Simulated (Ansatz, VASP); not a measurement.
## GeSb2Te4 in VASP and in Ansatz

```xyz
7
Lattice="5.4214 0.0000 0.0000 -2.7107 4.6951 0.0000 0.0000 0.0000 9.4745" Properties=species:S:1:pos:R:3 pbc="T T T"
Ge    0.0000    0.0000    6.5198
Sb    0.0000    3.1301    2.2377
Sb    2.7107    1.5650    2.2377
Te    0.0000    3.1301    5.3959
Te    2.7107    1.5650    5.3959
Te    0.0000    3.1301    8.7116
Te    2.7107    1.5650    8.7116
```

Alike in both runs: functional PBE; k mesh 12 × 12 × 4; occupations gaussian, width 0.1 eV; no spin polarisation.

Ansatz relaxed the structure, and its values are those at the end. VASP's run is a single point on that final structure, the one shown.

|  | VASP | Ansatz |
| --- | --- | --- |
| version | VASP 6.6.1 | Ansatz 0.2.0 |
| potentials or method | VASP PAW PBE potentials, release 64 (Ge_d, Sb, Te), cutoff 520 eV | scalar-relativistic, plane waves, PAW |
| valence electrons in the cell | 48 | 108 |

Ansatz gave:

- gap on the k mesh at the Fermi level (eV): none
- pressure (GPa): 0.0
- rms of the force components (eV/Å): 0.003

Estimate VASP's values.

gap on the k mesh at the Fermi level (eV): none; pressure (GPa): 0.0; rms of the force components (eV/Å): 0.005.

A gap of «none» marks a metal or a gap that the smearing closes. The functional is the same, so the differences come from potentials, cutoffs and numerics. VASP's potentials hold 48 valence electrons a cell and Ansatz's 108, so a difference there can come from the potentials and not from the codes.

Spin-orbit coupling is off throughout.
